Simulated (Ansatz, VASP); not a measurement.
# One calculation of SnTe3, two programs

```
Sn Te
1.0
     0.00000    3.86122    3.86122
     3.86122    0.00000    3.86122
     3.86122    3.86122    0.00000
Sn Te
1 3
Direct
  0.00000 0.00000 0.00000
  0.25000 0.25000 0.25000
  0.75000 0.75000 0.75000
  0.50000 0.50000 0.50000
```

Alike in both runs: task single point; functional PBE; dispersion D3(BJ); k mesh 3 × 3 × 3; occupations fermi-dirac, width 0.05 eV; no spin polarisation.

|  | VASP | Ansatz |
| --- | --- | --- |
| version | VASP 6.6.1 | Ansatz 0.2.0 |
| potentials or method | VASP PAW PBE potentials, release 64 (Sn_d, Te), cutoff 500 eV | plane waves, PAW |
| valence electrons in the cell | 32 | 62 |

```tsv
	VASP	Ansatz	Ansatz less VASP
pressure (GPa)	-4.9	-4.8	+0.06
```

VASP's potentials hold 32 valence electrons a cell and Ansatz's 62, so a difference there can come from the potentials and not from the codes.

The k mesh is coarse, so the values compare programs but aren't converged. Neither program's run includes spin-orbit coupling.
